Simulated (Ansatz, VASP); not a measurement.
**Ir in VASP and in Ansatz**

INCAR

```
PREC = Accurate
ENCUT = 520
EDIFF = 1E-6
ISMEAR = 0
SIGMA = 0.1
LREAL = F
LASPH = T
NELM = 100
ALGO = Fast
ISIF = 2
LWAVE = F
LCHARG = F
LDIPOL = T
IDIPOL = 3
DIPOL = 0.5 0.5 0.500
GGA = PE
NBANDS = 30
```

File KPOINTS:

```
Automatic mesh
0
Gamma
  15 15 1
```

File POSCAR:

```
Ir
1.0
    2.7369678024      0.0000000000      0.0000000000
   -1.3684839012      2.3702836462      0.0000000000
    0.0000000000      0.0000000000     23.9388994111
Ir
5
Direct
    0.6666666667      0.3333333333      0.3132976112
    0.3333333333      0.6666666667      0.4066488056
    0.0000000000      0.0000000000      0.5000000000
    0.6666666667      0.3333333333      0.5933511944
    0.3333333333      0.6666666667      0.6867023888
```

Input for Ansatz:

```yaml
crystal:
  lattice:
    - [2.7369678024, 0.0, 0.0]
    - [-1.3684839012, 2.3702836462, 0.0]
    - [0.0, 0.0, 23.9388994111]
  atoms:
    - { symbol: Ir, position: [0.6666666667, 0.3333333333, 0.3132976112] }
    - { symbol: Ir, position: [0.3333333333, 0.6666666667, 0.4066488056] }
    - { symbol: Ir, position: [0.0, 0.0, 0.5] }
    - { symbol: Ir, position: [0.6666666667, 0.3333333333, 0.5933511944] }
    - { symbol: Ir, position: [0.3333333333, 0.6666666667, 0.6867023888] }
basis:
  ecutwfc: 420
kpoints:
  mp_grid: { grid: [15, 15, 1] }
hamiltonian:
  xc: pbe
scf:
  occupations: { method: gaussian, width: 0.1 }
output:
  forces: true
  stress: true
  eigenvalues: true
  write_density: true
  write_potential: true
  elf: true
  volumetric_format: npy
efield:
  axis: 3
  dipole_correction: true
  ramp_width: 0.04
```

Alike in both runs: task single point; functional PBE; k mesh 15 × 15 × 1; occupations gaussian, width 0.1 eV; no spin polarisation.

```csv
,VASP,Ansatz
version,VASP 6.6.1,Ansatz 0.2.0
potentials or method,"VASP PAW PBE potentials, release 64 (Ir), cutoff 520 eV","scalar-relativistic, plane waves, PAW"
valence electrons in the cell,45,85
```

|  | VASP | Ansatz | Ansatz less VASP |
| --- | --- | --- | --- |
| gap on the k mesh at the Fermi level (eV) | none | none | - |
| rms of the force components (eV/Å) | 0.207 | 0.215 | +0.0080 |

Atom by atom the forces differ by 0.010 eV/Å (rms over components). A gap of «none» marks a metal or a gap that the smearing closes. VASP's potentials hold 45 valence electrons a cell and Ansatz's 85, so a difference there can come from the potentials and not from the codes. Ansatz's warnings: xc potential rough in thin density.

Neither program's run includes spin-orbit coupling.
